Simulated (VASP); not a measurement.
A run of VASP 6.6.1 is set up as follows.

File INCAR:

```
  PREC = Accurate
  ENCUT = 520
  EDIFF = 1E-6
  ISMEAR = 1
  SIGMA = 0.15
  LREAL = False
  LASPH = True
  NELM = 80
  ALGO = Normal
  ISIF = 2
  LWAVE = False
  LCHARG = False
  GGA = PE
  NBANDS = 8
```

The input KPOINTS:

```
regular mesh
0
Gamma
  12 12 12
```

Contents of POSCAR:

```
Si
1.0
    2.5270000000      0.0000000000      0.0000000000
   -1.2635000000      2.1884500000      0.0000000000
    0.0000000000      0.0000000000      2.3730000000
Si
1
Direct
    0.0000000000      0.0000000000      0.0000000000
```

Potentials or basis: VASP PAW PBE potentials, release 64 (Si).

Run with:

```console
$ cat potpaw_PBE.64/Si/POTCAR > POTCAR
$ mpirun -np 1 vasp_std > vasp.out
```

Task: Predict the band gap on the k mesh.

Result: Zero (band 2 reaches 18.80 eV, above the bottom of band 3 at 6.03 eV).

Task: Estimate the pressure.

Result: 20.5 GPa.

Stress tensor (GPa, compression positive):
```
17.37  0.00  0.00
 0.00 17.37  0.00
 0.00  0.00 26.72
```
